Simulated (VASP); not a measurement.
Set up this calculation in VASP 6.6.1, as the native input.

```yaml
Task: electric field gradients
Functional: LDA
Potentials_or_basis: VASP PAW LDA potentials, release 64 (Si)
Cutoff: 520 eV
k_mesh: 16 × 16 × 16
Occupations: fermi-dirac, width 0.05 eV
Spin: no spin polarisation
Dipole_correction: no
Further_INCAR_settings: ALGO = Normal; EDIFF = 1e-08; NBANDS = 11
```

The structure of Si lies in POSCAR:

```
Si
1.0
   -2.2050483307      2.3201496985      1.2489722886
    2.2050483307     -2.3201496985      1.2489722886
    2.2050483307      2.3201496985     -1.2489722886
Si
2
Direct
    0.8070000000      0.5570000000      0.2500000000
    0.1930000000      0.4430000000      0.7500000000
```

One way to write it, as run:

INCAR

```
SYSTEM = Si
ALGO = Normal
EDIFF = 1E-8
ENCUT = 520
ISIF = 2
ISMEAR = -1
LASPH = .True.
LCHARG = .False.
LEFG = .True.
LREAL = .False.
LWAVE = .False.
NBANDS = 11
NELM = 100
PREC = Accurate
SIGMA = 0.05
```

KPOINTS

```
k-points
0
Gamma
  16 16 16
  0 0 0
```

Potentials or basis: VASP PAW LDA potentials, release 64 (Si).

Launch:

```bash
$ cat potpaw_LDA.64/Si/POTCAR > POTCAR
$ mpirun -np 1 vasp_std > vasp.out
```

Results of the run:

```
Pressure                                : 22.4 GPa
Largest force                           : 0.046 eV/Å
Band gap on the k mesh                  : zero (bands 4 and 5 overlap by 7.80 eV)
Largest electric field gradient by atom : Si -28.2 V/Å²
```

Caveat: the cell stands under pressure; without QUAD_EFG the Cq values of the log hold for a quadrupole moment of 1 mb, not for the nuclei.

It took 4 min on 1 thread of Intel Xeon 8259CL, on a shared host, peak memory 0.25 GiB.
